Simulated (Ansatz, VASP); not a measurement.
# GaAs in VASP and in Ansatz

```xyz
2
Lattice="0.0000 2.8456 2.8456 2.8456 0.0000 2.8456 2.8456 2.8456 0.0000" Properties=species:S:1:pos:R:3 pbc="T T T"
Ga    0.0000    0.0000    0.0000
As    4.2684    4.2684    4.2684
```

Change from the starting cell: volume scaled by 1.02.

Alike in both runs: task single point; functional LDA; k mesh 11 × 11 × 11; occupations fermi-dirac, width 0.05 eV; no spin polarisation.

```csv
,VASP,Ansatz
version,VASP 6.6.1,Ansatz 0.2.0
potentials or method,"VASP PAW LDA potentials, release 64 (Ga_d, As), cutoff 520 eV","all-electron LAPW, scalar-relativistic"
```

|  | VASP | Ansatz | Ansatz less VASP |
| --- | --- | --- | --- |
| pressure (GPa) | -2.8 | -3.1 | -0.23 |

LDA's correlation is that of Perdew and Zunger in VASP and of Perdew and Wang (1992) in Ansatz. Ansatz ran all-electron here, and VASP with PAW potentials.
